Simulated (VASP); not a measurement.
Wanted: the native input for a VASP 6.6.1 run.

* Task: single point
* Functional: BLYP
* Potentials or basis: VASP PAW PBE potentials, release 64 (B)
* Cutoff: 520 eV
* k mesh: 21 × 21 × 21
* Occupations: fermi-dirac, width 0.1 eV
* Spin: no spin polarisation
* Dipole correction: no
* Further INCAR settings: ALGO = Normal; EDIFF = 1e-06; NBANDS = 8

The structure of B lies in POSCAR:

```
B
1.0
    0.0000000000      1.5036479928      1.5036479928
    1.5036479928      0.0000000000      1.5036479928
    1.5036479928      1.5036479928      0.0000000000
B
1
Direct
    0.0000000000      0.0000000000      0.0000000000
```

This cell differs from its parent crystal: volume scaled by 1.12.

One way to write it, as run:

INCAR

```
SYSTEM = B
AGGAC = 1.0
AGGAX = 1.0
ALDAC = 0.0
ALDAX = 1.0
ALGO = Normal
EDIFF = 1E-6
ENCUT = 520
GGA = B5
ISIF = 2
ISMEAR = -1
LASPH = .True.
LCHARG = .True.
LELF = .True.
LREAL = .False.
LVHAR = .True.
LWAVE = .False.
NBANDS = 8
NELM = 100
PREC = Accurate
SIGMA = 0.1
```

KPOINTS

```
k-points
0
Gamma
  21 21 21
  0 0 0
```

Potentials or basis: VASP PAW PBE potentials, release 64 (B).

Launch:

```console
$ cat potpaw_PBE.64/B/POTCAR > POTCAR
$ mpirun -np 1 vasp_std > vasp.out
```

It gave:

```
Pressure : -21.4 GPa
```

Caveat: the PAW data sets were made with another functional, which shifts forces and pressure a little.

It took 6.6 s on 1 thread of Intel(R) Xeon(R) Platinum 8259CL CPU @ 2.50GHz (Skylake/Cascade Lake) (shared host), peak memory 0.11 GiB.
